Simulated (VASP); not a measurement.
# Ge (P6_3/mmc) in VASP: a series of runs

The runs below take Ge through relaxation of cell and atoms, with PBE.

Program: VASP 6.6.1. These are calculated values, not measurements. Logs are shortened: lines on timing, memory, paths and dates and some standing lists are left out, and cuts for length are marked.

## Step 1: The cell of the first run

It takes space group P6_3/mmc (No. 194, hexagonal). The conventional cell has a = 2.264 Å, b = 2.264 Å, c = 3.668 Å, α = 90.00°, β = 90.00°, γ = 120.00°. Within 3.0 Å of Ge (site symmetry -6m2) lie 12 Ge at 2.25 to 2.26 Å.

This isn't the form of Ge at room conditions, which is diamond.

## Step 2: Relaxation of cell and atoms, PBE, target pressure 390 GPa, at which the enthalpy is minimised

INCAR

```
PREC = Accurate
ENCUT = 600
EDIFF = 1E-6
ISMEAR = -1
SIGMA = 0.1
LREAL = False
LASPH = True
NELM = 100
ALGO = Normal
ISIF = 3
LWAVE = False
LCHARG = False
GGA = PE
IBRION = 2
NSW = 60
EDIFFG = -0.005
PSTRESS = 3900.0
```

KPOINTS

```
Automatic mesh
0
Gamma
  19 19 11
```

POSCAR

```
Ge
1.0
    2.2639911655      0.0000000000      0.0000000000
   -1.1319955827      1.9606738633      0.0000000000
    0.0000000000      0.0000000000      3.6676656881
Ge
2
Direct
    0.3333333333      0.6666666667      0.2500000000
    0.6666666667      0.3333333333      0.7500000000
```

Potentials or basis: VASP PAW PBE potentials, release 64 (Ge_d).

Started as:

```
$ cat potpaw_PBE.64/Ge_d/POTCAR > POTCAR
$ mpirun -np 1 vasp_std > vasp.out
```

OUTCAR:

```text
PREC = Accurate
   ENCUT = 600
   EDIFF = 1E-6
   ISMEAR = -1
   LREAL = False
   LASPH = True
   NELM = 100
   ISIF = 3
   GGA = PE
   IBRION = 2
   NSW = 60
   EDIFFG = -0.005
   PSTRESS = 3900.0

 ion  position               nearest neighbor table
   1  0.333  0.667  0.250-   2 2.25   2 2.25   2 2.25   2 2.25   2 2.25   2 2.25
   2  0.667  0.333  0.750-   1 2.25   1 2.25   1 2.25   1 2.25   1 2.25   1 2.25

  LATTYP: Found a hexagonal cell.
 ALAT       =     2.2639911655
 C/A-ratio  =     1.6200000000

  Lattice vectors:

 A1 = (   2.2639911655,   0.0000000000,   0.0000000000)
 A2 = (  -1.1319955827,   1.9606738633,   0.0000000000)
 A3 = (   0.0000000000,   0.0000000000,   3.6676656881)

Analysis of symmetry for initial positions (statically):
=====================================================================
 Subroutine PRICEL returns:
 Original cell was already a primitive cell.

 Routine SETGRP: Setting up the symmetry group for a
 hexagonal supercell.

 Subroutine GETGRP returns: Found 24 space group operations
 (whereof 12 operations were pure point group operations)
 out of a pool of 24 trial point group operations.

The static configuration has the point symmetry D_3d.
 The point group associated with its full space group is D_6h.

Analysis of symmetry for dynamics (positions and initial velocities):
=====================================================================
 Subroutine PRICEL returns:
 Original cell was already a primitive cell.

 Routine SETGRP: Setting up the symmetry group for a
 hexagonal supercell.

 Subroutine GETGRP returns: Found 24 space group operations
 (whereof 12 operations were pure point group operations)
 out of a pool of 24 trial point group operations.

The dynamic configuration has the point symmetry D_3d.
 The point group associated with its full space group is D_6h.

 Subroutine INISYM returns: Found 24 space group operations
 (whereof 12 operations are pure point group operations),
 and found     1 'primitive' translations

----------------------------------------------------------------------------------------

                                     Primitive cell

  volume of cell :      16.2806

  direct lattice vectors                    reciprocal lattice vectors
     2.263991165  0.000000000  0.000000000     0.441697837  0.255014365  0.000000000
    -1.131995583  1.960673863  0.000000000     0.000000000  0.510028730  0.000000000
     0.000000000  0.000000000  3.667665688     0.000000000  0.000000000  0.272652986

  length of vectors
     2.263991165  2.263991166  3.667665688     0.510028730  0.510028730  0.272652986

  position of ions in fractional coordinates (direct lattice)
     0.333333333  0.666666667  0.250000000
     0.666666667  0.333333333  0.750000000

  ion indices of the primitive-cell ions
   primitive index   ion index
                 1           1
                 2           2

----------------------------------------------------------------------------------------

 KPOINTS: Automatic mesh

Automatic generation of k-mesh.
 Grid dimensions read from file:
 generate k-points for:   19   19   11

 Generating k-lattice:

  Cartesian coordinates                     Fractional coordinates (reciprocal lattice)
     0.023247255  0.013421809  0.000000000     0.052631579  0.000000000  0.000000000
     0.000000000  0.026843617  0.000000000     0.000000000  0.052631579  0.000000000
     0.000000000  0.000000000  0.024786635     0.000000000  0.000000000  0.090909091

  Length of vectors
     0.026843617  0.026843617  0.024786635

  Shift w.r.t. Gamma in fractional coordinates (k-lattice)
     0.000000000  0.000000000  0.000000000

 Subroutine IBZKPT returns following result:
 ===========================================

 Found    240 irreducible k-points:

 Following reciprocal coordinates:
            Coordinates               Weight
  0.000000  0.000000  0.000000      1.000000
  0.052632  0.000000  0.000000      6.000000
  0.105263  0.000000  0.000000      6.000000
  0.157895 -0.000000  0.000000      6.000000
  0.210526  0.000000  0.000000      6.000000
  0.263158 -0.000000  0.000000      6.000000
[... 16 lines left out ...]
  0.263158  0.105263  0.000000     12.000000
  0.315789  0.105263  0.000000     12.000000
 [... further k-points ...]
   k-points           NKPTS =    240   k-points in BZ     NKDIM =    240   number of bands    NBANDS=     18
   number of dos      NEDOS =    301   number of ions     NIONS =      2
   total plane-waves  NPLWV =   9720
   dimension x,y,z NGX =    18 NGY =   18 NGZ =   30
   dimension x,y,z NGXF=    36 NGYF=   36 NGZF=   60
   ions per type =               2
   NGX,Y,Z   is equivalent  to a cutoff of  13.22, 13.22, 13.60 a.u.
   NGXF,Y,Z  is equivalent  to a cutoff of  26.43, 26.43, 27.20 a.u.
 SYSTEM =  unknown system
   PREC   = accura    normal or accurate (medium, high low for compatibility)
   ISTART =      0    job   : 0-new  1-cont  2-samecut
   ICHARG =      2    charge: 1-file 2-atom 10-const
   ISPIN  =      1    spin polarized calculation?
   LNONCOLLINEAR =      F non collinear calculations
   LSORBIT =      F    spin-orbit coupling
   LASPH  =      T    aspherical Exc in radial PAW
   ENCUT  =  600.0 eV  44.10 Ry    6.64 a.u.   4.52  4.52  7.33*2*pi/ulx,y,z
   NELM   =    100;   NELMIN=  2; NELMDL= -5     # of ELM steps
   EDIFF  = 0.1E-05   stopping-criterion for ELM
   LREAL  =      F    real-space projection
   EDIFFG = -.5E-02   stopping-criterion for IOM
   NSW    =     60    number of steps for IOM
   IBRION =      2    ionic relax: 0-MD 1-quasi-New 2-CG
   NFREE  =      1    steps in history (QN), initial steepest desc. (CG)
   ISIF   =      3    stress and relaxation
   ISYM   =      2    0-nonsym 1-usesym 2-fastsym
   POTIM  = 0.5000    time-step for ionic-motion
   TEBEG  =    0.0;   TEEND  =   0.0 temperature during run
   PSTRESS= 3900.0 pullay stress
   NELECT =      28.0000    total number of electrons
   NUPDOWN=      -1.0000    fix difference up-down
   EMIN   =  10.00;   EMAX   =-10.00  energy-range for DOS
   EFERMI =   0.00;   METHOD = LEGACY
   ISMEAR =    -1;   SIGMA  =   0.10  broadening in eV -4-tet -1-fermi 0-gaus
   EFERMI_NEDOS =   21; number of points for ismear=-14 and -15
   IALGO  =     38    algorithm
   IMIX   =      4    mixing-type and parameters
     AMIX     =   0.40;   BMIX     =  1.00
     AMIX_MAG =   1.60;   BMIX_MAG =  1.00
  volume/ion in A,a.u.               =       8.14        54.93
  Fermi-wavevector in a.u.,A,eV,Ry     =   1.961421  3.706549 52.343976  3.847174
  Thomas-Fermi vector in A             =   2.986341
   LORBIT       =      0    0 simple, 1 ext, 2 COOP (PROOUT), +10 PAW based schemes
   GGA     = PE    functional components
   LHFCALC =     F    Hartree Fock is set to
   AEXX    =    0.0000 exact exchange contribution
   IVDW    =     0    specifies the selected vdW correction
   LEPSILON=     F    determine dielectric tensor
   LRPA    =     F    only Hartree local field effects (RPA)
 conjugate gradient relaxation of ions
 non-spin polarized calculation
  energy-cutoff  :      600.00
  volume of cell :       16.28
 maximum number of plane-waves:       561
 NGX is ok and might be reduce to    18
   NGX =  9   NGY =  9   NGZ = 15

--------------------------------------- Ionic step        1  -------------------------------------------

 number of electron      28.0000038 magnetization

 Free energy of the ion-electron system (eV)
  ---------------------------------------------------
  ext. energy  EPLUGINS =         0.00000000
  ---------------------------------------------------
  free energy    TOTEN  =         3.87418713 eV

  energy without entropy =        3.88910399  energy(sigma->0) =        3.88164556

------------------------ aborting loop because EDIFF is reached ----------------------------------------

  FORCE on cell =-STRESS in cart. coord.  units (eV):
  Direction    XX          YY          ZZ          XY          YZ          ZX
  --------------------------------------------------------------------------------------
  -------------------------------------------------------------------------------------
  Total       39.3340670     39.3340670     40.5888737      0.0000000      0.0000000      0.0000000
  in kB     3870.8790882   3870.8790883   3994.3650456      0.0000001      0.0000000      0.0000000
  external PRESSURE =      12.0410741 kB  Pullay stress =    3900.0000000 kB
[... 93 lines left out ...]
  FREE ENERGIE OF THE ION-ELECTRON SYSTEM (eV)
  ---------------------------------------------------
  free  energy   TOTEN  =         3.7435881234 eV

  energy  without entropy=        3.7572337197  energy(sigma->0) =        3.75041092

  enthalpy is  TOTEN    =        43.4990961824 eV   P V=       39.7555080589

[... ionic steps 4 to 7 ...]

--------------------------------------- Ionic step        8  -------------------------------------------

 number of electron      28.0000033 magnetization

------------------------ aborting loop because EDIFF is reached ----------------------------------------

  FORCE on cell =-STRESS in cart. coord.  units (eV):
  Direction    XX          YY          ZZ          XY          YZ          ZX
  --------------------------------------------------------------------------------------
  -------------------------------------------------------------------------------------
  Total       39.6380358     39.6380358     39.6687965      0.0000000      0.0000000      0.0000000
  in kB     3897.2052297   3897.2052303   3900.2296134      0.0000005      0.0000000      0.0000000
  external PRESSURE =      -1.7866422 kB  Pullay stress =    3900.0000000 kB
[... 61 lines left out ...]
  enthalpy is  TOTEN    =        43.4986426846 eV   P V=       39.6641979914

--------------------------------------- Ionic step       10  -------------------------------------------

 number of electron      28.0000033 magnetization

 Free energy of the ion-electron system (eV)
  ---------------------------------------------------
  ext. energy  EPLUGINS =         0.00000000
  ---------------------------------------------------
  free energy    TOTEN  =         3.83476230 eV

  energy without entropy =        3.84824872  energy(sigma->0) =        3.84150551

 E-fermi :  20.7916     XC(G=0): -16.2911

 val. band max:       20.7750458639   @ k =   0.3158   0.3158   0.0909
 cond. band min:      20.8001143483   @ k =   0.2105   0.1053   0.3636
 fundamental gap:      0.0250684844
 Fermi energy:        20.7916319031

 k-point     1 :       0.0000    0.0000    0.0000
  band No.  band energies     occupation
      1      -6.7484      2.00000
      2      -6.2542      2.00000
      3      -6.1829      2.00000
      4      -6.1829      2.00000
      5      -6.0805      2.00000
      6      -6.0805      2.00000
[... 10 lines left out ...]
     17      37.4147      0.00000
     18      37.4147      0.00000
[... 466 lines left out ...]
      2      -6.5674      2.00000
      3      -6.4143      2.00000
      4      -6.1933      2.00000
      5      -5.9700      2.00000
      6      -5.8989      2.00000
[... 10 lines left out ...]
     17      25.6797      0.00000
     18      32.9744      0.00000

 [... further k-points ...]

------------------------ aborting loop because EDIFF is reached ----------------------------------------

  FORCE on cell =-STRESS in cart. coord.  units (eV):
  Direction    XX          YY          ZZ          XY          YZ          ZX
  --------------------------------------------------------------------------------------
  -------------------------------------------------------------------------------------
  Total       39.6581242     39.6581242     39.6659131      0.0000000      0.0000000      0.0000000
  in kB     3899.4340322   3899.4340326   3900.1998932      0.0000003      0.0000000      0.0000000
  external PRESSURE =      -0.3106807 kB  Pullay stress =    3900.0000000 kB
[... 17 lines left out ...]
  FREE ENERGIE OF THE ION-ELECTRON SYSTEM (eV)
  ---------------------------------------------------
  free  energy   TOTEN  =         3.8347623025 eV

  energy  without entropy=        3.8482487245  energy(sigma->0) =        3.84150551

  enthalpy is  TOTEN    =        43.4986424787 eV   P V=       39.6638801762

 reached required accuracy - stopping structural energy minimisation
```

It took 4.5 min on 1 thread of AMD EPYC 7R13 (Zen 3), shared host; peak memory 0.16 GiB.

Results:

```
Free energy                                                : 3.8348 eV
Relaxed volume                                             : 8.15 Å³/atom
Relaxed cell                                               : a = 2.255 Å, b = 2.255 Å, c = 3.699 Å, α = 90.00°, β = 90.00°, γ = 120.00°
Space group after relaxing (to 0.1 Å)                      : P6_3/mmc (No. 194)
Energy change on relaxing (the run minimises the enthalpy) : -19.7 meV/atom
Ionic steps                                                : 10
Pressure after relaxing                                    : 390.0 GPa
Band gap on the k mesh                                     : zero (bands 14 and 15 overlap by 19.39 eV)
```

Stress tensor (GPa, compression positive):
```
389.94   0.00   0.00
  0.00 389.94   0.00
  0.00   0.00 390.02
```

Step by step:
| step | energy change (eV) | largest force (eV/Å) | pressure (GPa) | volume (Å³) |
| --- | --- | --- | --- | --- |
| 1 | 0.0000 | 0.0000 | 391.20 | 16.28 |
| 2 | -0.3285 | 0.0000 | 379.52 | 16.42 |
| 3 | -0.1306 | 0.0000 | 386.95 | 16.33 |
| 4 | 0.5830 | 0.0000 | 410.88 | 16.05 |
| 5 | -0.0411 | 0.0000 | 389.79 | 16.30 |
| 6 | -0.0367 | 0.0000 | 390.06 | 16.29 |
| 7 | -0.0385 | 0.0000 | 390.02 | 16.29 |
| 8 | -0.0420 | 0.0000 | 389.82 | 16.30 |
| 9 | -0.0397 | 0.0000 | 389.90 | 16.29 |
| 10 | -0.0394 | 0.0000 | 389.97 | 16.29 |

Final structure:
```
CELL_PARAMETERS angstrom
2.25545 0.00000 0.00000
-1.12773 1.95328 0.00000
0.00000 0.00000 3.69866
ATOMIC_POSITIONS crystal
Ge 0.33333 0.66667 0.25000
Ge 0.66667 0.33333 0.75000
```

Levels at points of the mesh, in eV from the Fermi level:
```
           k point  band 10  band 11  band 12  band 13  band 14  band 15  band 16  band 17  band 18
(0.00, 0.00, 0.00)   -26.17   -24.12   -13.35   -10.82    14.29    14.29    15.93    16.62    16.62
```

Caveat: the cell is relaxed towards a set pressure, so the run minimises the enthalpy, not the energy.

## Step 3: Relaxation of cell and atoms, PBE, target pressure 390 GPa, at which the enthalpy is minimised

INCAR

```
SYSTEM = Ge
  PREC = Accurate
  ENCUT = 600
  EDIFF = 1E-7
  ISMEAR = -1
  SIGMA = 0.1
  LREAL = .FALSE.
  LASPH = .TRUE.
  NELM = 80
  ALGO = Normal
  ISIF = 3
  LWAVE = .FALSE.
  LCHARG = .FALSE.
  GGA = PE
  IBRION = 2
  NSW = 32
  EDIFFG = -0.005
  PSTRESS = 3900.0
```

KPOINTS

```
regular mesh
0
G
  19 19 11
  0 0 0
```

POSCAR

```
Ge
1.0
    2.2537837098      0.0000000000      0.0000000000
   -1.1268918549      1.9518339474      0.0000000000
    0.0000000000      0.0000000000      3.6966232583
Ge
2
Direct
    0.3333333333      0.6666666667      0.2500000000
    0.6666666667      0.3333333333      0.7500000000
```

Potentials or basis: VASP PAW PBE potentials, release 64 (Ge_d).

Started as:

```
$ cat potpaw_PBE.64/Ge_d/POTCAR > POTCAR
$ mpirun -np 1 vasp_std > vasp.out
```

It took 3.7 min on 1 thread of AMD EPYC 7R13 (Zen 3), shared host; peak memory 0.16 GiB.

Results (log left out):

| Item | Value |
| --- | --- |
| Free energy | 3.8399 eV |
| Relaxed volume | 8.15 Å³/atom |
| Relaxed cell | a = 2.255 Å, b = 2.255 Å, c = 3.699 Å, α = 90.00°, β = 90.00°, γ = 120.00° |
| Space group after relaxing (to 0.1 Å) | P6_3/mmc (No. 194) |
| Energy change on relaxing (the run minimises the enthalpy) | -37.8 meV/atom |
| Ionic steps | 6 |
| Pressure after relaxing | 390.1 GPa |
| Band gap on the k mesh | zero (bands 14 and 15 overlap by 19.39 eV) |

Stress tensor (GPa, compression positive):
```
390.09   0.00   0.00
  0.00 390.09   0.00
  0.00   0.00 390.00
```

Step by step:
```csv
step,energy change (eV),largest force (eV/Å),pressure (GPa),volume (Å³)
1,0.0000,0.0000,392.62,16.26
2,-0.7478,0.0000,367.30,16.58
3,-0.0779,0.0000,390.00,16.29
4,-0.0795,0.0000,389.92,16.29
5,-0.0601,0.0000,390.63,16.29
6,-0.0755,0.0000,390.06,16.29
```

Final structure:
```
CELL_PARAMETERS angstrom
2.25530 0.00000 0.00000
-1.12765 1.95315 0.00000
0.00000 0.00000 3.69866
ATOMIC_POSITIONS crystal
Ge 0.33333 0.66667 0.25000
Ge 0.66667 0.33333 0.75000
```

Levels at points of the mesh, in eV from the Fermi level:
```
           k point  band 10  band 11  band 12  band 13  band 14  band 15  band 16  band 17  band 18
(0.00, 0.00, 0.00)   -26.17   -24.13   -13.36   -10.82    14.29    14.29    15.93    16.63    16.63
```

Caveat: the cell is relaxed towards a set pressure, so the run minimises the enthalpy, not the energy.

The gap in the log of VASP goes by the Fermi energy; the results here count the filled bands.